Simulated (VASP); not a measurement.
Here is a VASP 6.6.1 calculation.

Contents of INCAR:

```
  PREC = Accurate
  ENCUT = 520
  EDIFF = 1E-6
  ISMEAR = 0
  SIGMA = 0.05
  LREAL = False
  LASPH = True
  NELM = 150
  ALGO = Normal
  ISIF = 2
  LWAVE = False
  LCHARG = False
  ISPIN = 2
  MAGMOM = 0.72
  LORBIT = 11
  LMAXMIX = 4
  NBANDS = 15
```

File KPOINTS:

```
Automatic mesh
0
Gamma
  22 22 22
```

File POSCAR:

```
Ni
1.0
    0.0000000000      1.7123229066      1.7123229066
    1.7123229066      0.0000000000      1.7123229066
    1.7123229066      1.7123229066      0.0000000000
Ni
1
Direct
    0.0000000000      0.0000000000      0.0000000000
```

Potentials or basis: VASP PAW LDA potentials, release 64 (Ni).

Launch:

```console
$ cat potpaw_LDA.64/Ni/POTCAR > POTCAR
$ mpirun -np 1 vasp_std > vasp.out
```

What does it give for the pressure?

-0.5 GPa.

What does it give for the net moment?

0.57 μB per cell.

Predict the site moments.

Ni +0.57 μB.
